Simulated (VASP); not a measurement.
Write the native input for VASP 6.6.1 that does the following.

* Task: relaxation of cell and atoms
* Functional: PBE
* Potentials or basis: VASP PAW PBE potentials, release 64 (H, Rh_pv)
* Cutoff: 600 eV
* k mesh: 6 × 6 × 6
* Occupations: gaussian, width 0.1 eV
* Spin: no spin polarisation
* Dipole correction: no
* Further INCAR settings: ALGO = Normal; EDIFF = 1e-07; IBRION = 2; EDIFFG = -0.04; NSW = 90; ISIF = 3

The structure of H6Rh lies in POSCAR:

```
H6Rh
1.0
    0.0000000000      3.0728766000      3.0728766000
    3.0728766000      0.0000000000      3.0728766000
    3.0728766000      3.0728766000      0.0000000000
H Rh
6 1
Direct
    0.1828826000      0.1828826000      0.1828826000
    0.1828826000      0.1828826000      0.4513521900
    0.1828826000      0.4513521900      0.1828826000
    0.4513521900      0.1828826000      0.1828826000
    0.7500000000      0.7500000000      0.7500000000
    0.5000000000      0.5000000000      0.5000000000
    0.0000000000      0.0000000000      0.0000000000
```

The cell was generated, and may not be a known phase.

These files were run (other wordings do the same):

INCAR

```
SYSTEM = H6Rh
  PREC = Accurate
  ENCUT = 600
  EDIFF = 1E-7
  ISMEAR = 0
  SIGMA = 0.1
  LREAL = .False.
  LASPH = .True.
  NELM = 80
  ALGO = Normal
  ISIF = 3
  LWAVE = .False.
  LCHARG = .False.
  GGA = PE
  IBRION = 2
  NSW = 90
  EDIFFG = -0.04
```

KPOINTS

```
Automatic mesh
0
Gamma
  6 6 6
  0 0 0
```

Potentials or basis: VASP PAW PBE potentials, release 64 (H, Rh_pv).

Run with:

```bash
$ cat potpaw_PBE.64/H/POTCAR potpaw_PBE.64/Rh_pv/POTCAR > POTCAR
$ mpirun -np 1 vasp_std > vasp.out
```

Results of the run:

| Property | Result |
| --- | --- |
| Relaxed volume | 6.78 Å³/atom |
| Relaxed cell | a = 4.064 Å, b = 4.064 Å, c = 4.064 Å, α = 60.00°, β = 60.00°, γ = 60.00° |
| Space group after relaxing (to 0.1 Å) | F-43m (No. 216) |
| Energy gained by relaxing | 355.9 meV/atom |
| Ionic steps | 11 |
| Pressure after relaxing | 0.1 GPa |
| Largest force after relaxing | 0.039 eV/Å |
| Band gap on the k mesh | zero (an odd number of electrons rules out a gap without spin polarisation) |

Caveat: the volume moved by over 15 % at a fixed basis, so the end points are rough.

Wall time 3.6 min on 1 thread of AMD EPYC 7R43 64-Core Processor (Zen 3), on a shared host, peak memory 0.18 GiB.
